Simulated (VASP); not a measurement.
# Cu in VASP: a series of runs, part 2 of 3

VASP 6.6.1.

## (3) Single point, PBEsol (equal xy, yz and zx shear strains of +2 %)

Input file INCAR:

```
ALGO = Normal
EDIFF = 1E-6
ENCUT = 520
GGA = PS
ISIF = 2
ISMEAR = -1
LASPH = T
LCHARG = F
LREAL = F
LWAVE = F
NBANDS = 12
NELM = 80
PREC = Accurate
SIGMA = 0.03
```

Input file KPOINTS:

```
k-points
0
Gamma
  17 17 17
```

Input file POSCAR:

```
Cu
1.0
    0.0361500000      1.8255750000      1.8255750000
    1.8255750000      0.0361500000      1.8255750000
    1.8255750000      1.8255750000      0.0361500000
Cu
1
Direct
    0.0000000000      0.0000000000      0.0000000000
```

Potentials or basis: VASP PAW PBE potentials, release 64 (Cu).

Started as:

```
$ cat potpaw_PBE.64/Cu/POTCAR > POTCAR
$ mpirun -np 1 vasp_std > vasp.out
```

OUTCAR:

```text
EDIFF = 1E-6
   ENCUT = 520
   GGA = PS
   ISIF = 2
   ISMEAR = -1
   LASPH = T
   LREAL = F
   NELM = 80
   PREC = Accurate

 ion  position               nearest neighbor table
   1  0.000  0.000  0.000-

  LATTYP: Found a trigonal (rhomboedric) cell.
 ALAT       =     2.5820059999
 COS(alpha) =     0.5197000882

  Lattice vectors:

 A1 = (   0.0361500000,   1.8255750000,   1.8255750000)
 A2 = (   1.8255750000,   0.0361500000,   1.8255750000)
 A3 = (   1.8255750000,   1.8255750000,   0.0361500000)

Analysis of symmetry for initial positions (statically):
=====================================================================
 Subroutine PRICEL returns:
 Original cell was already a primitive cell.

 Routine SETGRP: Setting up the symmetry group for a
 trigonal (rhombohedral) supercell.

 Subroutine GETGRP returns: Found 12 space group operations
 (whereof 12 operations were pure point group operations)
 out of a pool of 12 trial point group operations.

The static configuration has the point symmetry D_3d.

Analysis of symmetry for dynamics (positions and initial velocities):
=====================================================================
 Subroutine PRICEL returns:
 Original cell was already a primitive cell.

 Routine SETGRP: Setting up the symmetry group for a
 trigonal (rhombohedral) supercell.

 Subroutine GETGRP returns: Found 12 space group operations
 (whereof 12 operations were pure point group operations)
 out of a pool of 12 trial point group operations.

The dynamic configuration has the point symmetry D_3d.

 Subroutine INISYM returns: Found 12 space group operations
 (whereof 12 operations are pure point group operations),
 and found     1 'primitive' translations

----------------------------------------------------------------------------------------

                                     Primitive cell

  volume of cell :      11.8069

  direct lattice vectors                    reciprocal lattice vectors
     0.036150000  1.825575000  1.825575000    -0.282158772  0.276679961  0.276679961
     1.825575000  0.036150000  1.825575000     0.276679961 -0.282158772  0.276679961
     1.825575000  1.825575000  0.036150000     0.276679961  0.276679961 -0.282158772

  length of vectors
     2.582006000  2.582006000  2.582006000     0.482407685  0.482407685  0.482407685

  position of ions in fractional coordinates (direct lattice)
     0.000000000  0.000000000  0.000000000

  ion indices of the primitive-cell ions
   primitive index   ion index
                 1           1

----------------------------------------------------------------------------------------

 KPOINTS: k-points

Automatic generation of k-mesh.
 Grid dimensions read from file:
 generate k-points for:   17   17   17

 Generating k-lattice:

  Cartesian coordinates                     Fractional coordinates (reciprocal lattice)
    -0.016597575  0.016275292  0.016275292     0.058823529  0.000000000 -0.000000000
     0.016275292 -0.016597575  0.016275292     0.000000000  0.058823529 -0.000000000
     0.016275292  0.016275292 -0.016597575     0.000000000  0.000000000  0.058823529

  Length of vectors
     0.028376923  0.028376923  0.028376923

  Shift w.r.t. Gamma in fractional coordinates (k-lattice)
     0.000000000  0.000000000  0.000000000

 Subroutine IBZKPT returns following result:
 ===========================================

 Found    489 irreducible k-points:

 Following reciprocal coordinates:
            Coordinates               Weight
  0.000000  0.000000  0.000000      1.000000
  0.058824  0.000000  0.000000      6.000000
  0.117647  0.000000 -0.000000      6.000000
  0.176471  0.000000 -0.000000      6.000000
  0.235294  0.000000 -0.000000      6.000000
  0.294118 -0.000000 -0.000000      6.000000
[... 16 lines left out ...]
 -0.176471  0.058824  0.000000     12.000000
 -0.117647  0.058824  0.000000     12.000000
 [... further k-points ...]
   k-points           NKPTS =    489   k-points in BZ     NKDIM =    489   number of bands    NBANDS=     12
   number of dos      NEDOS =    301   number of ions     NIONS =      1
   total plane-waves  NPLWV =   8000
   dimension x,y,z NGX =    20 NGY =   20 NGZ =   20
   dimension x,y,z NGXF=    40 NGYF=   40 NGZF=   40
   ions per type =               1
   NGX,Y,Z   is equivalent  to a cutoff of  12.88, 12.88, 12.88 a.u.
   NGXF,Y,Z  is equivalent  to a cutoff of  25.75, 25.75, 25.75 a.u.
 SYSTEM =  unknown system
   PREC   = accura    normal or accurate (medium, high low for compatibility)
   ISTART =      0    job   : 0-new  1-cont  2-samecut
   ICHARG =      2    charge: 1-file 2-atom 10-const
   ISPIN  =      1    spin polarized calculation?
   LNONCOLLINEAR =      F non collinear calculations
   LSORBIT =      F    spin-orbit coupling
   LASPH  =      T    aspherical Exc in radial PAW
   ENCUT  =  520.0 eV  38.22 Ry    6.18 a.u.   4.80  4.80  4.80*2*pi/ulx,y,z
   NELM   =     80;   NELMIN=  2; NELMDL= -5     # of ELM steps
   EDIFF  = 0.1E-05   stopping-criterion for ELM
   LREAL  =      F    real-space projection
   EDIFFG = 0.1E-04   stopping-criterion for IOM
   NSW    =      0    number of steps for IOM
   IBRION =     -1    ionic relax: 0-MD 1-quasi-New 2-CG
   NFREE  =      0    steps in history (QN), initial steepest desc. (CG)
   ISIF   =      2    stress and relaxation
   ISYM   =      2    0-nonsym 1-usesym 2-fastsym
   POTIM  = 0.5000    time-step for ionic-motion
   TEBEG  =    0.0;   TEEND  =   0.0 temperature during run
   PSTRESS=    0.0 pullay stress
   NELECT =      11.0000    total number of electrons
   NUPDOWN=      -1.0000    fix difference up-down
   EMIN   =  10.00;   EMAX   =-10.00  energy-range for DOS
   EFERMI =   0.00;   METHOD = LEGACY
   ISMEAR =    -1;   SIGMA  =   0.03  broadening in eV -4-tet -1-fermi 0-gaus
   EFERMI_NEDOS =   21; number of points for ismear=-14 and -15
   IALGO  =     38    algorithm
   IMIX   =      4    mixing-type and parameters
     AMIX     =   0.40;   BMIX     =  1.00
     AMIX_MAG =   1.60;   BMIX_MAG =  1.00
  volume/ion in A,a.u.               =      11.81        79.68
  Fermi-wavevector in a.u.,A,eV,Ry     =   1.598922  3.021524 34.783989  2.556551
  Thomas-Fermi vector in A             =   2.696296
   LORBIT       =      0    0 simple, 1 ext, 2 COOP (PROOUT), +10 PAW based schemes
   GGA     = PS    functional components
   LHFCALC =     F    Hartree Fock is set to
   AEXX    =    0.0000 exact exchange contribution
   IVDW    =     0    specifies the selected vdW correction
   LEPSILON=     F    determine dielectric tensor
   LRPA    =     F    only Hartree local field effects (RPA)
 non-spin polarized calculation
  energy-cutoff  :      520.00
  volume of cell :       11.81
 maximum number of plane-waves:       332
   NGX =  9   NGY =  9   NGZ =  9

 number of electron      11.0000002 magnetization

 Free energy of the ion-electron system (eV)
  ---------------------------------------------------
  ext. energy  EPLUGINS =         0.00000000
  ---------------------------------------------------
  free energy    TOTEN  =        -4.29631527 eV

  energy without entropy =       -4.29515480  energy(sigma->0) =       -4.29573504

 E-fermi :   7.4408     XC(G=0): -12.9095

 val. band max:        7.4234211785   @ k =  -0.4706   0.2353   0.2353
 cond. band min:       7.4437030206   @ k =  -0.4118   0.1176   0.0000
 fundamental gap:      0.0202818421
 Fermi energy:         7.4407837611

 k-point     1 :       0.0000    0.0000    0.0000
  band No.  band energies     occupation
      1      -1.9872      2.00000
      2       4.2666      2.00000
      3       4.4147      2.00000
      4       4.4147      2.00000
      5       5.2086      2.00000
      6       5.2086      2.00000
      7      29.7545      0.00000
      8      31.8808      0.00000
      9      33.1056      0.00000
     10      33.1056      0.00000
     11      34.2062      0.00000
     12      35.4991      0.00000

 k-point     2 :       0.0588    0.0000    0.0000
  band No.  band energies     occupation
      1      -1.8592      2.00000
      2       4.2860      2.00000
      3       4.3912      2.00000
      4       4.4433      2.00000
      5       5.1970      2.00000
      6       5.1971      2.00000
      7      29.3190      0.00000
      8      30.8283      0.00000
      9      31.9604      0.00000
     10      32.6475      0.00000
     11      34.8176      0.00000
     12      36.1332      0.00000
[... 316 lines left out ...]
 k-point    24 :      -0.1176    0.0588    0.0000
  band No.  band energies     occupation
      1      -1.1852      2.00000
      2       4.2370      2.00000
      3       4.4130      2.00000
      4       4.5776      2.00000
      5       5.0862      2.00000
      6       5.2286      2.00000
      7      25.9149      0.00000
      8      28.4533      0.00000
      9      31.0080      0.00000
     10      32.9880      0.00000
     11      34.8935      0.00000
     12      36.1081      0.00000

 [... further k-points ...]
[... 5 lines left out ...]
  --------------------------------------------------------------------------------------
  -------------------------------------------------------------------------------------
  Total       -0.4231707     -0.4231707     -0.4231707     -0.1117920     -0.1117920     -0.1117920
  in kB      -57.4236309    -57.4236309    -57.4236309    -15.1700068    -15.1700068    -15.1700068
  external PRESSURE =     -57.4236309 kB  Pullay stress =       0.0000000 kB

 VOLUME and BASIS-vectors are now :
 -----------------------------------------------------------------------------
  energy-cutoff  :      520.00
  volume of cell :       11.81
      direct lattice vectors                 reciprocal lattice vectors
     0.036150000  1.825575000  1.825575000    -0.282158772  0.276679961  0.276679961
     1.825575000  0.036150000  1.825575000     0.276679961 -0.282158772  0.276679961
     1.825575000  1.825575000  0.036150000     0.276679961  0.276679961 -0.282158772

 POSITION                                       TOTAL-FORCE (eV/Angst)
 -----------------------------------------------------------------------------------
      0.00000      0.00000      0.00000        -0.000000      0.000000     -0.000000
 -----------------------------------------------------------------------------------
    total drift:                               -0.000000     -0.000000     -0.000000

  FREE ENERGIE OF THE ION-ELECTRON SYSTEM (eV)
  ---------------------------------------------------
  free  energy   TOTEN  =        -4.2963152738 eV

  energy  without entropy=       -4.2951548007  energy(sigma->0) =       -4.29573504
```

OSZICAR:

```text
N       E                     dE             d eps       ncg     rms          rms(c)
DAV:   1     0.416787977169E+02    0.41679E+02   -0.53805E+03 13072   0.153E+03
DAV:   2    -0.408839416337E+01   -0.45767E+02   -0.42390E+02 12048   0.204E+02
DAV:   3    -0.537291712465E+01   -0.12845E+01   -0.12751E+01 13788   0.394E+01
DAV:   4    -0.538074812342E+01   -0.78310E-02   -0.78299E-02 13264   0.271E+00
DAV:   5    -0.538082008313E+01   -0.71960E-04   -0.71958E-04 14024   0.266E-01    0.839E+00
DAV:   6    -0.476595064894E+01    0.61487E+00   -0.17747E+01 14024   0.797E+01    0.441E+00
DAV:   7    -0.430981998856E+01    0.45613E+00   -0.27718E+00 14052   0.314E+01    0.552E-01
DAV:   8    -0.429831798912E+01    0.11502E-01   -0.60248E-03 13952   0.134E+00    0.335E-01
DAV:   9    -0.429630944825E+01    0.20085E-02   -0.11346E-02 14356   0.181E+00    0.250E-02
DAV:  10    -0.429631355963E+01   -0.41114E-05   -0.45663E-05 17352   0.115E-01    0.511E-03
DAV:  11    -0.429631535194E+01   -0.17923E-05   -0.71865E-07  9784   0.114E-02    0.854E-04
DAV:  12    -0.429631527377E+01    0.78166E-07   -0.11700E-07  7076   0.610E-03
   1 F= -.42963153E+01 E0= -.42957350E+01  d E =-.116047E-02
```

stdout:

```text
POSCAR found type information on POSCAR Cu
 POSCAR found :  1 types and       1 ions
 scaLAPACK will be used
 -----------------------------------------------------------------------------
|                                                                             |
|                                                                             |
|     You enforced a specific xc type in the INCAR file but a different       |
|     I HOPE YOU KNOW WHAT YOU ARE DOING!                                     |
|                                                                             |
 -----------------------------------------------------------------------------

 LDA part: xc-table for (Slater+PW92), standard interpolation
 POSCAR, INCAR and KPOINTS ok, starting setup
 FFT: planning ... GRIDC
 FFT: planning ... GRID_SOFT
 FFT: planning ... GRID
 WAVECAR not read
 entering main loop
```

Run time: 86 s. Hardware: 1 thread of AMD EPYC 7R13, shared host; peak memory 0.15 GiB.

What came out:

```
Free energy : -4.2963 eV
Pressure    : -5.7 GPa
```

Caveat: the cell differs from its parent crystal (equal xy, yz and zx shear strains of +2 %); the PAW data sets were made with another functional, which shifts forces and pressure a little.

## (4) Single point, PBEsol (volume scaled by 0.94)

Input file INCAR:

```
SYSTEM = Cu
  PREC = Accurate
  ENCUT = 520
  EDIFF = 1E-6
  ISMEAR = -1
  SIGMA = 0.03
  LREAL = .False.
  LASPH = .True.
  NELM = 100
  ALGO = Normal
  ISIF = 2
  LWAVE = .False.
  LCHARG = .False.
  GGA = PS
  NBANDS = 12
```

Input file KPOINTS:

```
regular mesh
0
Gamma
  17 17 17
  0 0 0
```

Input file POSCAR:

```
Cu
1.0
    0.0000000000      1.7706018915      1.7706018915
    1.7706018915      0.0000000000      1.7706018915
    1.7706018915      1.7706018915      0.0000000000
Cu
1
Direct
    0.0000000000      0.0000000000      0.0000000000
```

Started as:

```
$ cat potpaw_PBE.64/Cu/POTCAR > POTCAR
$ mpirun -np 1 vasp_std > vasp.out
```

Wall time 35 s (1 thread of Intel Xeon 8259CL, shared host); peak memory 0.14 GiB.

It converged, with:

- Free energy: -4.3052 eV
- Pressure: 3.9 GPa

Levels at points of the mesh, in eV from the Fermi level:
```
           k point  band 2  band 3  band 4  band 5  band 6  band 7  band 8  band 9  band 10  band 11
(0.00, 0.00, 0.00)   -3.33   -3.33   -3.33   -2.42   -2.42   22.98   26.08   26.08    26.08    28.62
```

Caveat: the PAW data sets were made with another functional, which shifts forces and pressure a little.

[end of part 2 of 3]
